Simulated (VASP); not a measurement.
# Ti4O in VASP: notebook

Runs on Ti4O. Level: PBE. Tasks: single point.

Program: VASP 6.6.1. These are calculated values, not measurements. Logs are shortened: lines on timing, memory, paths and dates and some standing lists are left out, and cuts for length are marked.

## 1. The cell of the first run

The cell holds a slab with vacuum, 5 atoms: a = 3.255 Å, b = 3.255 Å, c = 20.179 Å, α = 90.00°, β = 90.00°, γ = 90.00°.

## 2. Single point, PBE

INCAR reads:

```
SYSTEM = Ti4O
PREC = Accurate
ENCUT = 520
EDIFF = 1E-7
ISMEAR = 0
SIGMA = 0.1
LREAL = .False.
LASPH = .True.
NELM = 80
ALGO = Normal
ISIF = 2
LWAVE = .False.
LCHARG = .True.
LDIPOL = .True.
IDIPOL = 3
DIPOL = 0.5 0.5 0.355
GGA = PE
LELF = .True.
LVHAR = .True.
LVACPOTAV = .True.
NBANDS = 35
```

KPOINTS reads:

```
Automatic mesh
0
Gamma
  8 8 1
  0 0 0
```

POSCAR reads:

```
Ti4O
1.0
    3.2553359278      0.0000000000      0.0000000000
    0.0000000000      3.2553359278      0.0000000000
    0.0000000000      0.0000000000     20.1793674396
Ti O
4 1
Direct
    0.5000000000      0.5000000000      0.1982222690
    0.0000000000      0.0000000000      0.2788822782
    0.5000000000      0.5000000000      0.3551865237
    0.0000000000      0.0000000000      0.4301109767
    0.0000000000      0.0000000000      0.5101747421
```

Potentials or basis: VASP PAW PBE potentials, release 64 (Ti_sv, O).

On the command line:

```console
$ cat potpaw_PBE.64/Ti_sv/POTCAR potpaw_PBE.64/O/POTCAR > POTCAR
$ mpirun -np 1 vasp_std > vasp.out
```

OUTCAR:

```text
SYSTEM = Ti4O
   PREC = Accurate
   ENCUT = 520
   EDIFF = 1E-7
   ISMEAR = 0
   LREAL = .False.
   LASPH = .True.
   NELM = 80
   ISIF = 2
   GGA = PE

 ion  position               nearest neighbor table
   1  0.500  0.500  0.198-   2 2.82   2 2.82   2 2.82   2 2.82
   2  0.000  0.000  0.279-   3 2.77   3 2.77   3 2.77   3 2.77   1 2.82   1 2.82   1 2.82   1 2.82

   3  0.500  0.500  0.355-   4 2.75   4 2.75   4 2.75   4 2.75   2 2.77   2 2.77   2 2.77   2 2.77

   4  0.000  0.000  0.430-   5 1.62   3 2.75   3 2.75   3 2.75   3 2.75
   5  0.000  0.000  0.510-   4 1.62

  LATTYP: Found a simple tetragonal cell.
 ALAT       =     3.2553359278
 C/A-ratio  =     6.1988587007

  Lattice vectors:

 A1 = (   3.2553359278,   0.0000000000,   0.0000000000)
 A2 = (   0.0000000000,   3.2553359278,   0.0000000000)
 A3 = (   0.0000000000,   0.0000000000,  20.1793674396)

Analysis of symmetry for initial positions (statically):
=====================================================================
 Subroutine PRICEL returns:
 Original cell was already a primitive cell.

 Routine SETGRP: Setting up the symmetry group for a
 simple tetragonal supercell.

 Subroutine GETGRP returns: Found  8 space group operations
 (whereof  8 operations were pure point group operations)
 out of a pool of 16 trial point group operations.

The static configuration has the point symmetry C_4v.

Analysis of symmetry for dynamics (positions and initial velocities):
=====================================================================
 Subroutine PRICEL returns:
 Original cell was already a primitive cell.

 Routine SETGRP: Setting up the symmetry group for a
 simple tetragonal supercell.

 Subroutine GETGRP returns: Found  8 space group operations
 (whereof  8 operations were pure point group operations)
 out of a pool of 16 trial point group operations.

The dynamic configuration has the point symmetry C_4v.

 Subroutine INISYM returns: Found  8 space group operations
 (whereof  8 operations are pure point group operations),
 and found     1 'primitive' translations

----------------------------------------------------------------------------------------

                                     Primitive cell

  volume of cell :     213.8450

  direct lattice vectors                    reciprocal lattice vectors
     3.255335928  0.000000000  0.000000000     0.307187959  0.000000000  0.000000000
     0.000000000  3.255335928  0.000000000     0.000000000  0.307187959  0.000000000
     0.000000000  0.000000000 20.179367440     0.000000000  0.000000000  0.049555567

  length of vectors
     3.255335928  3.255335928 20.179367440     0.307187959  0.307187959  0.049555567

  position of ions in fractional coordinates (direct lattice)
     0.500000000  0.500000000  0.198222269
     0.000000000  0.000000000  0.278882278
     0.500000000  0.500000000  0.355186524
     0.000000000  0.000000000  0.430110977
     0.000000000  0.000000000  0.510174742

  ion indices of the primitive-cell ions
   primitive index   ion index
                 1           1
                 2           2
                 3           3
                 4           4
                 5           5

----------------------------------------------------------------------------------------

 KPOINTS: Automatic mesh

Automatic generation of k-mesh.
 Grid dimensions read from file:
 generate k-points for:    8    8    1

 Generating k-lattice:

  Cartesian coordinates                     Fractional coordinates (reciprocal lattice)
     0.038398495  0.000000000  0.000000000     0.125000000  0.000000000  0.000000000
     0.000000000  0.038398495  0.000000000     0.000000000  0.125000000  0.000000000
     0.000000000  0.000000000  0.049555567     0.000000000  0.000000000  1.000000000

  Length of vectors
     0.038398495  0.038398495  0.049555567

  Shift w.r.t. Gamma in fractional coordinates (k-lattice)
     0.000000000  0.000000000  0.000000000

 Subroutine IBZKPT returns following result:
 ===========================================

 Found     15 irreducible k-points:

 Following reciprocal coordinates:
            Coordinates               Weight
  0.000000  0.000000  0.000000      1.000000
  0.125000  0.000000  0.000000      4.000000
  0.250000  0.000000  0.000000      4.000000
  0.375000  0.000000  0.000000      4.000000
  0.500000  0.000000  0.000000      2.000000
  0.125000  0.125000  0.000000      4.000000
  0.250000  0.125000  0.000000      8.000000
  0.375000  0.125000  0.000000      8.000000
  0.500000  0.125000  0.000000      4.000000
  0.250000  0.250000  0.000000      4.000000
  0.375000  0.250000  0.000000      8.000000
  0.500000  0.250000  0.000000      4.000000
  0.375000  0.375000  0.000000      4.000000
  0.500000  0.375000  0.000000      4.000000
  0.500000  0.500000  0.000000      1.000000
   k-points           NKPTS =     15   k-points in BZ     NKDIM =     15   number of bands    NBANDS=     35
   number of dos      NEDOS =    301   number of ions     NIONS =      5
   total plane-waves  NPLWV =  86400
   dimension x,y,z NGX =    24 NGY =   24 NGZ =  150
   dimension x,y,z NGXF=    48 NGYF=   48 NGZF=  300
   ions per type =               4   1
   NGX,Y,Z   is equivalent  to a cutoff of  12.26, 12.26, 12.36 a.u.
   NGXF,Y,Z  is equivalent  to a cutoff of  24.51, 24.51, 24.72 a.u.
 SYSTEM =  Ti4O
   PREC   = accura    normal or accurate (medium, high low for compatibility)
   ISTART =      0    job   : 0-new  1-cont  2-samecut
   ICHARG =      2    charge: 1-file 2-atom 10-const
   ISPIN  =      1    spin polarized calculation?
   LNONCOLLINEAR =      F non collinear calculations
   LSORBIT =      F    spin-orbit coupling
   LASPH  =      T    aspherical Exc in radial PAW
   ENCUT  =  520.0 eV  38.22 Ry    6.18 a.u.   6.05  6.05 37.52*2*pi/ulx,y,z
   NELM   =     80;   NELMIN=  2; NELMDL= -5     # of ELM steps
   EDIFF  = 0.1E-06   stopping-criterion for ELM
   LREAL  =      F    real-space projection
   EDIFFG = 0.1E-05   stopping-criterion for IOM
   NSW    =      0    number of steps for IOM
   IBRION =     -1    ionic relax: 0-MD 1-quasi-New 2-CG
   NFREE  =      0    steps in history (QN), initial steepest desc. (CG)
   ISIF   =      2    stress and relaxation
   ISYM   =      2    0-nonsym 1-usesym 2-fastsym
   POTIM  = 0.5000    time-step for ionic-motion
   TEBEG  =    0.0;   TEEND  =   0.0 temperature during run
   PSTRESS=    0.0 pullay stress
   NELECT =      54.0000    total number of electrons
   NUPDOWN=      -1.0000    fix difference up-down
   EMIN   =  10.00;   EMAX   =-10.00  energy-range for DOS
   EFERMI =   0.00;   METHOD = LEGACY
   ISMEAR =     0;   SIGMA  =   0.10  broadening in eV -4-tet -1-fermi 0-gaus
   EFERMI_NEDOS =   21; number of points for ismear=-14 and -15
   IALGO  =     38    algorithm
   IMIX   =      4    mixing-type and parameters
     AMIX     =   0.40;   BMIX     =  1.00
     AMIX_MAG =   1.60;   BMIX_MAG =  1.00
  volume/ion in A,a.u.               =      42.77       288.62
  Fermi-wavevector in a.u.,A,eV,Ry     =   1.034760  1.955413 14.568147  1.070729
  Thomas-Fermi vector in A             =   2.169071
   LORBIT       =      0    0 simple, 1 ext, 2 COOP (PROOUT), +10 PAW based schemes
   GGA     = PE    functional components
   LHFCALC =     F    Hartree Fock is set to
   AEXX    =    0.0000 exact exchange contribution
   IVDW    =     0    specifies the selected vdW correction
   LEPSILON=     F    determine dielectric tensor
   LRPA    =     F    only Hartree local field effects (RPA)
 non-spin polarized calculation
 Gauss-broadening in eV      SIGMA  =   0.10
  energy-cutoff  :      520.00
  volume of cell :      213.85
 maximum number of plane-waves:      5808
   NGX = 13   NGY = 13   NGZ = 75

 dipolmoment           0.000000      0.000000     -0.249476 electrons x Angstroem

 number of electron      54.0000017 magnetization

 dipolmoment           0.000000      0.000000      0.309472 electrons x Angstroem

 Free energy of the ion-electron system (eV)
  ---------------------------------------------------
  ext. energy  EPLUGINS =         0.00000000
  ---------------------------------------------------
  free energy    TOTEN  =       -36.06281434 eV

  energy without entropy =      -36.01464052  energy(sigma->0) =      -36.03872743

 E-fermi :  -1.0871     XC(G=0):  -5.0609

 val. band max:       -1.1030257958   @ k =   0.3750   0.3750   0.0000
 cond. band min:      -1.0761790919   @ k =   0.5000   0.0000   0.0000
 fundamental gap:      0.0268467039
 Fermi energy:        -1.0870918748

 k-point     1 :       0.0000    0.0000    0.0000
  band No.  band energies     occupation
      1     -58.2050      2.00000
      2     -57.4837      2.00000
      3     -57.3493      2.00000
      4     -57.1939      2.00000
      5     -34.5709      2.00000
      6     -34.3507      2.00000
[... 27 lines left out ...]
     34       0.6674      0.00000
     35       1.3280      0.00000

 k-point     2 :       0.1250    0.0000    0.0000
  band No.  band energies     occupation
      1     -58.2030      2.00000
      2     -57.4757      2.00000
      3     -57.3505      2.00000
      4     -57.1967      2.00000
      5     -34.5721      2.00000
      6     -34.3712      2.00000
[... 27 lines left out ...]
     34       0.6561      0.00000
     35       1.1426      0.00000

 k-point     3 :       0.2500    0.0000    0.0000
  band No.  band energies     occupation
      1     -58.1981      2.00000
      2     -57.4542      2.00000
      3     -57.3553      2.00000
      4     -57.2040      2.00000
      5     -34.5758      2.00000
      6     -34.4194      2.00000
[... 27 lines left out ...]
     34       0.8355      0.00000
     35       1.1314      0.00000
[... 381 lines left out ...]
 k-point    14 :       0.5000    0.3750    0.0000
  band No.  band energies     occupation
      1     -58.1829      2.00000
      2     -57.3964      2.00000
      3     -57.3705      2.00000
      4     -57.2060      2.00000
      5     -34.5445      2.00000
      6     -34.4750      2.00000
[... 27 lines left out ...]
     34       1.6532      0.00000
     35       1.7411      0.00000

 k-point    15 :       0.5000    0.5000    0.0000
  band No.  band energies     occupation
      1     -58.1815      2.00000
      2     -57.3948      2.00000
      3     -57.3689      2.00000
      4     -57.2045      2.00000
      5     -34.5354      2.00000
      6     -34.4758      2.00000
[... 27 lines left out ...]
     34       1.4794      0.00000
     35       1.8498      0.00000

------------------------ aborting loop because EDIFF is reached ----------------------------------------

  FORCE on cell =-STRESS in cart. coord.  units (eV):
  Direction    XX          YY          ZZ          XY          YZ          ZX
  --------------------------------------------------------------------------------------
  -------------------------------------------------------------------------------------
  Total        0.2526097      0.2526097      2.4033322      0.0000000      0.0000000     -0.0000000
  in kB        1.8926111      1.8926111     18.0063302      0.0000000      0.0000000     -0.0000000
  external PRESSURE =       7.2638508 kB  Pullay stress =       0.0000000 kB

 VOLUME and BASIS-vectors are now :
 -----------------------------------------------------------------------------
  energy-cutoff  :      520.00
  volume of cell :      213.85
      direct lattice vectors                 reciprocal lattice vectors
     3.255335928  0.000000000  0.000000000     0.307187959  0.000000000  0.000000000
     0.000000000  3.255335928  0.000000000     0.000000000  0.307187959  0.000000000
     0.000000000  0.000000000 20.179367440     0.000000000  0.000000000  0.049555567

 POSITION                                       TOTAL-FORCE (eV/Angst)
 -----------------------------------------------------------------------------------
      1.62767      1.62767      4.00000         0.000000      0.000000      0.681508
      0.00000      0.00000      5.62767         0.000000     -0.000000     -0.745147
      1.62767      1.62767      7.16744        -0.000000     -0.000000     -1.750825
      0.00000      0.00000      8.67937         0.000000     -0.000000      1.395110
      0.00000      0.00000     10.29500         0.000000     -0.000000      0.419355
 -----------------------------------------------------------------------------------
    total drift:                                0.000000      0.000000     -0.000519

  FREE ENERGIE OF THE ION-ELECTRON SYSTEM (eV)
  ---------------------------------------------------
  free  energy   TOTEN  =       -36.0628143390 eV

  energy  without entropy=      -36.0146405173  energy(sigma->0) =      -36.03872743

 vacuum level on the upper side and lower side of the slab         7.452         2.167
```

It took 96 s on 1 thread of Intel Xeon 6975P-C (Granite Rapids), shared host; peak memory 0.32 GiB.

What came out:

```
Free energy            : -36.0628 eV
Largest force          : 1.751 eV/Å
Band gap on the k mesh : zero (band 27 reaches -0.85 eV, above the bottom of band 28 at -1.49 eV)
```

Forces on the atoms (eV/Å):
```
Ti   0.000  0.000  0.682
Ti   0.000  0.000 -0.745
Ti   0.000  0.000 -1.751
Ti   0.000  0.000  1.395
O    0.000  0.000  0.419
```

## 3. Single point, PBE

INCAR reads:

```
ALGO = Normal ; DIPOL = 0.5 0.5 0.343
EDIFF = 1E-6 ; ENCUT = 520
GGA = PE ; IDIPOL = 3
ISIF = 2 ; ISMEAR = 0
LASPH = True ; LCHARG = False
LDIPOL = True ; LREAL = False
LWAVE = False ; NBANDS = 35
NELM = 100 ; PREC = Accurate
SIGMA = 0.1
```

KPOINTS reads:

```
k-points
0
Gamma
  8 8 1
```

POSCAR: that of step 2 with these lines changed.

```diff
@@ -12,2 +12,2 @@
     0.0000000000      0.0000000000      0.4301109767
-    0.0000000000      0.0000000000      0.5101747421
+    0.5000000000      0.5000000000      0.4531300538
```

Potentials or basis: VASP PAW PBE potentials, release 64 (Ti_sv, O).

On the command line:

```console
$ cat potpaw_PBE.64/Ti_sv/POTCAR potpaw_PBE.64/O/POTCAR > POTCAR
$ mpirun -np 1 vasp_std > vasp.out
```

OUTCAR:

```text
EDIFF = 1E-6
   ENCUT = 520
   GGA = PE
   ISIF = 2
   ISMEAR = 0
   LASPH = True
   LREAL = False
   NELM = 100
   PREC = Accurate

 ion  position               nearest neighbor table
   1  0.500  0.500  0.198-   2 2.82   2 2.82   2 2.82   2 2.82
   2  0.000  0.000  0.279-   3 2.77   3 2.77   3 2.77   3 2.77   1 2.82   1 2.82   1 2.82   1 2.82

   3  0.500  0.500  0.355-   5 1.98   4 2.75   4 2.75   4 2.75   4 2.75   2 2.77   2 2.77   2 2.77
                             2 2.77
   4  0.000  0.000  0.430-   5 2.35   5 2.35   5 2.35   5 2.35   3 2.75   3 2.75   3 2.75   3 2.75

   5  0.500  0.500  0.453-   3 1.98   4 2.35   4 2.35   4 2.35   4 2.35

  LATTYP: Found a simple tetragonal cell.
 ALAT       =     3.2553359278
 C/A-ratio  =     6.1988587007

  Lattice vectors:

 A1 = (   3.2553359278,   0.0000000000,   0.0000000000)
 A2 = (   0.0000000000,   3.2553359278,   0.0000000000)
 A3 = (   0.0000000000,   0.0000000000,  20.1793674396)

Analysis of symmetry for initial positions (statically):
=====================================================================
 Subroutine PRICEL returns:
 Original cell was already a primitive cell.

 Routine SETGRP: Setting up the symmetry group for a
 simple tetragonal supercell.

 Subroutine GETGRP returns: Found  8 space group operations
 (whereof  8 operations were pure point group operations)
 out of a pool of 16 trial point group operations.

The static configuration has the point symmetry C_4v.

Analysis of symmetry for dynamics (positions and initial velocities):
=====================================================================
 Subroutine PRICEL returns:
 Original cell was already a primitive cell.

 Routine SETGRP: Setting up the symmetry group for a
 simple tetragonal supercell.

 Subroutine GETGRP returns: Found  8 space group operations
 (whereof  8 operations were pure point group operations)
 out of a pool of 16 trial point group operations.

The dynamic configuration has the point symmetry C_4v.

[... 120 lines left out ...]
   LHFCALC =     F    Hartree Fock is set to
   AEXX    =    0.0000 exact exchange contribution
   IVDW    =     0    specifies the selected vdW correction
   LEPSILON=     F    determine dielectric tensor
   LRPA    =     F    only Hartree local field effects (RPA)
 non-spin polarized calculation
 Gauss-broadening in eV      SIGMA  =   0.10
  energy-cutoff  :      520.00
  volume of cell :      213.85
 maximum number of plane-waves:      5808
   NGX = 13   NGY = 13   NGZ = 75

 dipolmoment           0.000000      0.000000      0.000217 electrons x Angstroem

 number of electron      54.0000015 magnetization

 dipolmoment           0.000000      0.000000     -0.012796 electrons x Angstroem

 Free energy of the ion-electron system (eV)
  ---------------------------------------------------
  ext. energy  EPLUGINS =         0.00000000
  ---------------------------------------------------
  free energy    TOTEN  =       -38.90831959 eV

  energy without entropy =      -38.87097566  energy(sigma->0) =      -38.88964762

 E-fermi :   0.9558     XC(G=0):  -4.8976

 val. band max:        0.9482937622   @ k =   0.2500   0.0000   0.0000
 cond. band min:       0.9727037247   @ k =   0.5000   0.0000   0.0000
 fundamental gap:      0.0244099624
 Fermi energy:         0.9557501161

 k-point     1 :       0.0000    0.0000    0.0000
  band No.  band energies     occupation
      1     -56.5763      2.00000
      2     -56.0628      2.00000
      3     -55.4860      2.00000
      4     -55.3176      2.00000
      5     -32.8938      2.00000
      6     -32.8938      2.00000
[... 559 lines left out ...]
     34       2.9796      0.00000
     35       2.9796      0.00000

------------------------ aborting loop because EDIFF is reached ----------------------------------------

 vacuum level on the upper side and lower side of the slab       (xc-potential included)        -0.284        -0.095

  FORCE on cell =-STRESS in cart. coord.  units (eV):
  Direction    XX          YY          ZZ          XY          YZ          ZX
  --------------------------------------------------------------------------------------
  -------------------------------------------------------------------------------------
  Total       -5.8243071     -5.8243071      1.7724335      0.0000000     -0.0000000      0.0000000
  in kB      -43.6370796    -43.6370796     13.2794886      0.0000000     -0.0000000      0.0000000
  external PRESSURE =     -24.6648902 kB  Pullay stress =       0.0000000 kB

 VOLUME and BASIS-vectors are now :
 -----------------------------------------------------------------------------
  energy-cutoff  :      520.00
  volume of cell :      213.85
      direct lattice vectors                 reciprocal lattice vectors
     3.255335928  0.000000000  0.000000000     0.307187959  0.000000000  0.000000000
     0.000000000  3.255335928  0.000000000     0.000000000  0.307187959  0.000000000
     0.000000000  0.000000000 20.179367440     0.000000000  0.000000000  0.049555567

 POSITION                                       TOTAL-FORCE (eV/Angst)
 -----------------------------------------------------------------------------------
      1.62767      1.62767      4.00000         0.000000     -0.000000      0.492741
      0.00000      0.00000      5.62767         0.000000     -0.000000     -0.545231
      1.62767      1.62767      7.16744         0.000000      0.000000     -1.613477
      0.00000      0.00000      8.67937         0.000000     -0.000000      1.618229
      1.62767      1.62767      9.14388         0.000000     -0.000000      0.047737
 -----------------------------------------------------------------------------------
    total drift:                                0.000000     -0.000000     -0.000107

  FREE ENERGIE OF THE ION-ELECTRON SYSTEM (eV)
  ---------------------------------------------------
  free  energy   TOTEN  =       -38.9083195870 eV

  energy  without entropy=      -38.8709756589  energy(sigma->0) =      -38.88964762

 vacuum level on the upper side and lower side of the slab         3.843         4.009
```

Wall time 84 s (1 thread of Intel Xeon 6975P-C (Granite Rapids), shared host); peak memory 0.32 GiB.

What came out:

* Free energy: -38.9083 eV
* Largest force: 1.618 eV/Å
* Band gap on the k mesh: zero (band 27 reaches 1.41 eV, above the bottom of band 28 at 0.70 eV)

Forces in eV/Å, atoms in the order of the input:
```
Ti   0.000  0.000  0.493
Ti   0.000  0.000 -0.545
Ti   0.000  0.000 -1.613
Ti   0.000  0.000  1.618
O    0.000  0.000  0.048
```
